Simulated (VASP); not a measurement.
# SnTe3 (Fm-3m) in VASP: further runs

Runs on SnTe3. Level: PBE. Tasks: single point.

Everything below comes from runs of VASP 6.6.1. Logs are shortened: lines on timing, memory, paths and dates and some standing lists are left out, and cuts for length are marked.

### 1 The cell of the first run

The structure is cubic, space group Fm-3m (No. 225). Conventional cell: a = 7.722 Å, b = 7.722 Å, c = 7.722 Å, α = 90.00°, β = 90.00°, γ = 90.00°. Within 4.4 Å of Sn (site symmetry m-3m) lie 14 Te at 3.34 to 3.86 Å. Within 4.4 Å of Te (site symmetry -43m) lie 4 Sn at 3.34 Å and 10 Te at 3.34 to 3.86 Å. Te (site symmetry m-3m) has 8 Te at 3.34 Å and 6 Sn at 3.86 Å within 4.4 Å.

### 2 Single point, PBE

INCAR reads:

```
PREC     = Accurate       # precision mode
ENCUT    = 520            # plane-wave cutoff, eV
EDIFF    = 1E-6           # SCF threshold, eV
ISMEAR   = -1             # smearing method
SIGMA    = 0.2            # smearing width, eV
LREAL    = False          # projectors in reciprocal space
LASPH    = True           # aspherical terms in the spheres
NELM     = 100            # most SCF steps
ALGO     = Normal         # electronic algorithm
ISIF     = 2              # what is computed and relaxed
LWAVE    = False          # write WAVECAR
LCHARG   = False          # write CHGCAR
GGA      = PE             # functional
NBANDS   = 24             # bands
```

KPOINTS reads:

```
Automatic mesh
0
Gamma
  10 10 10
```

POSCAR reads:

```
SnTe3
1.0
    0.0000000000      3.8612190000      3.8612190000
    3.8612190000      0.0000000000      3.8612190000
    3.8612190000      3.8612190000      0.0000000000
Sn Te
1 3
Direct
    0.0000000000      0.0000000000      0.0000000000
    0.2500000000      0.2500000000      0.2500000000
    0.7500000000      0.7500000000      0.7500000000
    0.5000000000      0.5000000000      0.5000000000
```

Potentials or basis: VASP PAW PBE potentials, release 64 (Sn_d, Te).

Launch:

```bash
cat potpaw_PBE.64/Sn_d/POTCAR potpaw_PBE.64/Te/POTCAR > POTCAR
mpirun -np 1 vasp_std > vasp.out
```

OUTCAR:

```text
PREC = Accurate
   ENCUT = 520
   EDIFF = 1E-6
   ISMEAR = -1
   LREAL = False
   LASPH = True
   NELM = 100
   ISIF = 2
   GGA = PE

 ion  position               nearest neighbor table
   1  0.000  0.000  0.000-   3 3.34   3 3.34   3 3.34   2 3.34   3 3.34   2 3.34   2 3.34   2 3.34

   2  0.250  0.250  0.250-   1 3.34   1 3.34   1 3.34   1 3.34   4 3.34   4 3.34   4 3.34   4 3.34

   3  0.750  0.750  0.750-   4 3.34   4 3.34   4 3.34   1 3.34   4 3.34   1 3.34   1 3.34   1 3.34

   4  0.500  0.500  0.500-   2 3.34   2 3.34   2 3.34   2 3.34   3 3.34   3 3.34   3 3.34   3 3.34

  LATTYP: Found a face centered cubic cell.
 ALAT       =     7.7224380000

  Lattice vectors:

 A1 = (   0.0000000000,   3.8612190000,   3.8612190000)
 A2 = (   3.8612190000,   0.0000000000,   3.8612190000)
 A3 = (   3.8612190000,   3.8612190000,   0.0000000000)

Analysis of symmetry for initial positions (statically):
=====================================================================
 Subroutine PRICEL returns:
 Original cell was already a primitive cell.

 Routine SETGRP: Setting up the symmetry group for a
 face centered cubic supercell.

 Subroutine GETGRP returns: Found 48 space group operations
 (whereof 48 operations were pure point group operations)
 out of a pool of 48 trial point group operations.

The static configuration has the point symmetry O_h .

Analysis of symmetry for dynamics (positions and initial velocities):
=====================================================================
 Subroutine PRICEL returns:
 Original cell was already a primitive cell.

 Routine SETGRP: Setting up the symmetry group for a
 face centered cubic supercell.

 Subroutine GETGRP returns: Found 48 space group operations
 (whereof 48 operations were pure point group operations)
 out of a pool of 48 trial point group operations.

The dynamic configuration has the point symmetry O_h .

 Subroutine INISYM returns: Found 48 space group operations
 (whereof 48 operations are pure point group operations),
 and found     1 'primitive' translations

----------------------------------------------------------------------------------------

                                     Primitive cell

  volume of cell :     115.1339

  direct lattice vectors                    reciprocal lattice vectors
     0.000000000  3.861219000  3.861219000    -0.129492785  0.129492785  0.129492785
     3.861219000  0.000000000  3.861219000     0.129492785 -0.129492785  0.129492785
     3.861219000  3.861219000  0.000000000     0.129492785  0.129492785 -0.129492785

  length of vectors
     5.460588277  5.460588277  5.460588277     0.224288082  0.224288082  0.224288082

  position of ions in fractional coordinates (direct lattice)
     0.000000000  0.000000000  0.000000000
     0.250000000  0.250000000  0.250000000
     0.750000000  0.750000000  0.750000000
     0.500000000  0.500000000  0.500000000

  ion indices of the primitive-cell ions
   primitive index   ion index
                 1           1
                 2           2
                 3           3
                 4           4

----------------------------------------------------------------------------------------

 KPOINTS: Automatic mesh

Automatic generation of k-mesh.
 Grid dimensions read from file:
 generate k-points for:   10   10   10

 Generating k-lattice:

  Cartesian coordinates                     Fractional coordinates (reciprocal lattice)
    -0.012949278  0.012949278  0.012949278     0.100000000  0.000000000  0.000000000
     0.012949278 -0.012949278  0.012949278     0.000000000  0.100000000  0.000000000
     0.012949278  0.012949278 -0.012949278     0.000000000  0.000000000  0.100000000

  Length of vectors
     0.022428808  0.022428808  0.022428808

  Shift w.r.t. Gamma in fractional coordinates (k-lattice)
     0.000000000  0.000000000  0.000000000

 Subroutine IBZKPT returns following result:
 ===========================================

 Found     47 irreducible k-points:

 Following reciprocal coordinates:
            Coordinates               Weight
  0.000000  0.000000  0.000000      1.000000
  0.100000  0.000000  0.000000      8.000000
  0.200000  0.000000  0.000000      8.000000
  0.300000  0.000000  0.000000      8.000000
  0.400000  0.000000  0.000000      8.000000
  0.500000  0.000000  0.000000      4.000000
[... 16 lines left out ...]
  0.300000  0.300000  0.000000      6.000000
  0.400000  0.300000  0.000000     24.000000
 [... further k-points ...]
   k-points           NKPTS =     47   k-points in BZ     NKDIM =     47   number of bands    NBANDS=     24
   number of dos      NEDOS =    301   number of ions     NIONS =      4
   total plane-waves  NPLWV =  74088
   dimension x,y,z NGX =    42 NGY =   42 NGZ =   42
   dimension x,y,z NGXF=    84 NGYF=   84 NGZF=   84
   ions per type =               1   3
   NGX,Y,Z   is equivalent  to a cutoff of  12.79, 12.79, 12.79 a.u.
   NGXF,Y,Z  is equivalent  to a cutoff of  25.57, 25.57, 25.57 a.u.
 SYSTEM =  unknown system
   PREC   = accura    normal or accurate (medium, high low for compatibility)
   ISTART =      0    job   : 0-new  1-cont  2-samecut
   ICHARG =      2    charge: 1-file 2-atom 10-const
   ISPIN  =      1    spin polarized calculation?
   LNONCOLLINEAR =      F non collinear calculations
   LSORBIT =      F    spin-orbit coupling
   LASPH  =      T    aspherical Exc in radial PAW
   ENCUT  =  520.0 eV  38.22 Ry    6.18 a.u.  10.15 10.15 10.15*2*pi/ulx,y,z
   NELM   =    100;   NELMIN=  2; NELMDL= -5     # of ELM steps
   EDIFF  = 0.1E-05   stopping-criterion for ELM
   LREAL  =      F    real-space projection
   EDIFFG = 0.1E-04   stopping-criterion for IOM
   NSW    =      0    number of steps for IOM
   IBRION =     -1    ionic relax: 0-MD 1-quasi-New 2-CG
   NFREE  =      0    steps in history (QN), initial steepest desc. (CG)
   ISIF   =      2    stress and relaxation
   ISYM   =      2    0-nonsym 1-usesym 2-fastsym
   POTIM  = 0.5000    time-step for ionic-motion
   TEBEG  =    0.0;   TEEND  =   0.0 temperature during run
   PSTRESS=    0.0 pullay stress
   NELECT =      32.0000    total number of electrons
   NUPDOWN=      -1.0000    fix difference up-down
   EMIN   =  10.00;   EMAX   =-10.00  energy-range for DOS
   EFERMI =   0.00;   METHOD = LEGACY
   ISMEAR =    -1;   SIGMA  =   0.20  broadening in eV -4-tet -1-fermi 0-gaus
   EFERMI_NEDOS =   21; number of points for ismear=-14 and -15
   IALGO  =     38    algorithm
   IMIX   =      4    mixing-type and parameters
     AMIX     =   0.40;   BMIX     =  1.00
     AMIX_MAG =   1.60;   BMIX_MAG =  1.00
  volume/ion in A,a.u.               =      28.78       194.24
  Fermi-wavevector in a.u.,A,eV,Ry     =   1.068375  2.018936 15.530032  1.141425
  Thomas-Fermi vector in A             =   2.204021
   LORBIT       =      0    0 simple, 1 ext, 2 COOP (PROOUT), +10 PAW based schemes
   GGA     = PE    functional components
   LHFCALC =     F    Hartree Fock is set to
   AEXX    =    0.0000 exact exchange contribution
   IVDW    =     0    specifies the selected vdW correction
   LEPSILON=     F    determine dielectric tensor
   LRPA    =     F    only Hartree local field effects (RPA)
 non-spin polarized calculation
  energy-cutoff  :      520.00
  volume of cell :      115.13
 maximum number of plane-waves:      3138
 NGX is ok and might be reduce to    42
   NGX = 21   NGY = 21   NGZ = 21

 number of electron      31.9999997 magnetization

 Free energy of the ion-electron system (eV)
  ---------------------------------------------------
  ext. energy  EPLUGINS =         0.00000000
  ---------------------------------------------------
  free energy    TOTEN  =       -12.82881782 eV

  energy without entropy =      -12.42132448  energy(sigma->0) =      -12.62507115

 E-fermi :   7.6001     XC(G=0): -10.0325

 val. band max:        7.5822187220   @ k =   0.3000   0.2000   0.1000
 cond. band min:       7.6120251805   @ k =  -0.4000   0.5000   0.1000
 fundamental gap:      0.0298064586
 Fermi energy:         7.6000952702

 k-point     1 :       0.0000    0.0000    0.0000
  band No.  band energies     occupation
      1     -13.9329      2.00000
      2     -13.9329      2.00000
      3     -13.9329      2.00000
      4     -13.9296      2.00000
      5     -13.9296      2.00000
      6      -5.7375      2.00000
[... 16 lines left out ...]
     23      11.8051      0.00000
     24      17.8940      0.00000

 k-point     2 :       0.1000    0.0000    0.0000
  band No.  band energies     occupation
      1     -13.9329      2.00000
      2     -13.9328      2.00000
      3     -13.9328      2.00000
      4     -13.9296      2.00000
      5     -13.9296      2.00000
      6      -5.6745      2.00000
[... 16 lines left out ...]
     23      11.7326      0.00000
     24      17.4755      0.00000

 k-point     3 :       0.2000    0.0000    0.0000
  band No.  band energies     occupation
      1     -13.9332      2.00000
      2     -13.9326      2.00000
      3     -13.9326      2.00000
      4     -13.9296      2.00000
      5     -13.9296      2.00000
      6      -5.4885      2.00000
[... 16 lines left out ...]
     23      11.8903      0.00000
     24      16.8197      0.00000
[... 514 lines left out ...]
 k-point    23 :       0.3000    0.3000    0.0000
  band No.  band energies     occupation
      1     -13.9343      2.00000
      2     -13.9318      2.00000
      3     -13.9318      2.00000
      4     -13.9301      2.00000
      5     -13.9293      2.00000
      6      -5.0039      2.00000
[... 16 lines left out ...]
     23      14.9279      0.00000
     24      15.2221      0.00000

 k-point    24 :       0.4000    0.3000    0.0000
  band No.  band energies     occupation
      1     -13.9345      2.00000
      2     -13.9317      2.00000
      3     -13.9316      2.00000
      4     -13.9302      2.00000
      5     -13.9293      2.00000
      6      -4.7191      2.00000
[... 16 lines left out ...]
     23      14.6252      0.00000
     24      14.8071      0.00000

 [... further k-points ...]

------------------------ aborting loop because EDIFF is reached ----------------------------------------

  FORCE on cell =-STRESS in cart. coord.  units (eV):
  Direction    XX          YY          ZZ          XY          YZ          ZX
  --------------------------------------------------------------------------------------
  -------------------------------------------------------------------------------------
  Total        0.1774392      0.1774392      0.1774392      0.0000000      0.0000000     -0.0000000
  in kB        2.4692032      2.4692032      2.4692032      0.0000000      0.0000000     -0.0000000
  external PRESSURE =       2.4692032 kB  Pullay stress =       0.0000000 kB

 VOLUME and BASIS-vectors are now :
 -----------------------------------------------------------------------------
  energy-cutoff  :      520.00
  volume of cell :      115.13
      direct lattice vectors                 reciprocal lattice vectors
     0.000000000  3.861219000  3.861219000    -0.129492785  0.129492785  0.129492785
     3.861219000  0.000000000  3.861219000     0.129492785 -0.129492785  0.129492785
     3.861219000  3.861219000  0.000000000     0.129492785  0.129492785 -0.129492785

 POSITION                                       TOTAL-FORCE (eV/Angst)
 -----------------------------------------------------------------------------------
      0.00000      0.00000      0.00000        -0.000000      0.000000     -0.000000
      1.93061      1.93061      1.93061        -0.000000     -0.000000     -0.000000
      5.79183      5.79183      5.79183         0.000000      0.000000      0.000000
      3.86122      3.86122      3.86122        -0.000000      0.000000     -0.000000
 -----------------------------------------------------------------------------------
    total drift:                               -0.000000      0.000000      0.000000

  FREE ENERGIE OF THE ION-ELECTRON SYSTEM (eV)
  ---------------------------------------------------
  free  energy   TOTEN  =       -12.8288178192 eV

  energy  without entropy=      -12.4213244761  energy(sigma->0) =      -12.62507115
```

Run time: 2.3 min. Hardware: 1 thread of AMD EPYC 7R43 (Zen 3), shared host; peak memory 0.3 GiB.

What came out:

```
Free energy            : -12.8288 eV
Pressure               : 0.2 GPa
Band gap on the k mesh : zero (band 16 reaches 8.11 eV, above the bottom of band 17 at 5.87 eV)
```

Caveat: spin-orbit coupling is left out, which moves the levels of the heavy elements.

### 3 Single point, PBE

INCAR reads:

```
SYSTEM = SnTe3
ALGO = Normal ; EDIFF = 1E-6
ENCUT = 520 ; GGA = PE
ISIF = 2 ; ISMEAR = -1
LASPH = .TRUE. ; LCHARG = .FALSE.
LREAL = .FALSE. ; LWAVE = .FALSE.
NBANDS = 24 ; NELM = 100
PREC = Accurate ; SIGMA = 0.3
```

KPOINTS reads:

```
k-points
0
G
  10 10 10
  0 0 0
```

POSCAR is that of step 2.

Potentials or basis: VASP PAW PBE potentials, release 64 (Sn_d, Te).

Launch:

```bash
cat potpaw_PBE.64/Sn_d/POTCAR potpaw_PBE.64/Te/POTCAR > POTCAR
mpirun -np 1 vasp_std > vasp.out
```

Run time: 2.3 min. Hardware: 1 thread of AMD EPYC 7R43 (Zen 3), shared host; peak memory 0.29 GiB.

Results (log left out):

```yaml
Free_energy: -13.0815 eV
Pressure: 0.7 GPa
Band_gap_on_the_k_mesh: zero (band 16 reaches 8.12 eV, above the bottom of band 17 at 5.87 eV)
```

Levels at points of the mesh, in eV from the Fermi level:
| k point | band 13 | band 14 | band 15 | band 16 | band 17 | band 18 | band 19 | band 20 |
| --- | --- | --- | --- | --- | --- | --- | --- | --- |
| (0.00, 0.00, 0.00) | -3.14 | -3.14 | -3.14 | -1.74 | -1.74 | -1.74 | 3.20 | 3.20 |
| (0.50, 0.00, 0.00) | -3.32 | -1.88 | -1.83 | 0.52 | 0.52 | 1.40 | 1.92 | 1.92 |
| (0.50, 0.50, 0.00) | -0.84 | -0.49 | -0.49 | 0.13 | 0.33 | 0.33 | 2.23 | 3.39 |

Caveat: spin-orbit coupling is left out, which moves the levels of the heavy elements.

### 4 Single point, PBE

INCAR reads:

```
SYSTEM = SnTe3
  PREC = Accurate
  ENCUT = 520
  EDIFF = 1E-6
  ISMEAR = -1
  SIGMA = 0.5
  LREAL = .False.
  LASPH = .True.
  NELM = 60
  ALGO = Normal
  ISIF = 2
  LWAVE = .False.
  LCHARG = .True.
  GGA = PE
  LELF = .True.
  LVHAR = .True.
  NBANDS = 24
```

KPOINTS reads:

```
regular mesh
0
Gamma
  10 10 10
  0 0 0
```

POSCAR is that of step 3.

Potentials or basis: VASP PAW PBE potentials, release 64 (Sn_d, Te).

Launch:

```bash
cat potpaw_PBE.64/Sn_d/POTCAR potpaw_PBE.64/Te/POTCAR > POTCAR
mpirun -np 1 vasp_std > vasp.out
```

OUTCAR:

```text
SYSTEM = SnTe3
   PREC = Accurate
   ENCUT = 520
   EDIFF = 1E-6
   ISMEAR = -1
   LREAL = .False.
   LASPH = .True.
   NELM = 60
   ISIF = 2
   GGA = PE

 ion  position               nearest neighbor table
   1  0.000  0.000  0.000-   3 3.34   3 3.34   3 3.34   2 3.34   3 3.34   2 3.34   2 3.34   2 3.34

   2  0.250  0.250  0.250-   1 3.34   1 3.34   1 3.34   1 3.34   4 3.34   4 3.34   4 3.34   4 3.34

   3  0.750  0.750  0.750-   4 3.34   4 3.34   4 3.34   1 3.34   4 3.34   1 3.34   1 3.34   1 3.34
[... 850 lines left out ...]
  Direction    XX          YY          ZZ          XY          YZ          ZX
  --------------------------------------------------------------------------------------
  -------------------------------------------------------------------------------------
  Total        1.2948686      1.2948686      1.2948686     -0.0000000      0.0000000     -0.0000000
  in kB       18.0190953     18.0190953     18.0190953     -0.0000000      0.0000000     -0.0000000
  external PRESSURE =      18.0190953 kB  Pullay stress =       0.0000000 kB

 VOLUME and BASIS-vectors are now :
 -----------------------------------------------------------------------------
  energy-cutoff  :      520.00
  volume of cell :      115.13
      direct lattice vectors                 reciprocal lattice vectors
     0.000000000  3.861219000  3.861219000    -0.129492785  0.129492785  0.129492785
     3.861219000  0.000000000  3.861219000     0.129492785 -0.129492785  0.129492785
     3.861219000  3.861219000  0.000000000     0.129492785  0.129492785 -0.129492785

 POSITION                                       TOTAL-FORCE (eV/Angst)
 -----------------------------------------------------------------------------------
      0.00000      0.00000      0.00000        -0.000000      0.000000     -0.000000
      1.93061      1.93061      1.93061         0.000000     -0.000000      0.000000
      5.79183      5.79183      5.79183        -0.000000     -0.000000     -0.000000
      3.86122      3.86122      3.86122        -0.000000      0.000000     -0.000000
 -----------------------------------------------------------------------------------
    total drift:                               -0.000000      0.000000      0.000000

  FREE ENERGIE OF THE ION-ELECTRON SYSTEM (eV)
  ---------------------------------------------------
  free  energy   TOTEN  =       -13.8511259850 eV

  energy  without entropy=      -11.5176626266  energy(sigma->0) =      -12.68439431
```

stdout:

```text
POSCAR found type information on POSCAR SnTe
 POSCAR found :  2 types and       4 ions
 scaLAPACK will be used
 LDA part: xc-table for (Slater+PW92), standard interpolation
 POSCAR, INCAR and KPOINTS ok, starting setup
 FFT: planning ... GRIDC
 FFT: planning ... GRID_SOFT
 FFT: planning ... GRID
 WAVECAR not read
 entering main loop
```

Wall time 2 min (1 thread of AMD EPYC 7R43 (Zen 3), shared host); peak memory 0.29 GiB.

Results:

```yaml
Free_energy: -13.8511 eV
Pressure: 1.8 GPa
Band_gap_on_the_k_mesh: zero (band 16 reaches 8.14 eV, above the bottom of band 17 at 5.86 eV)
```

Caveat: spin-orbit coupling is left out, which moves the levels of the heavy elements.

[end of part 1 of 2]
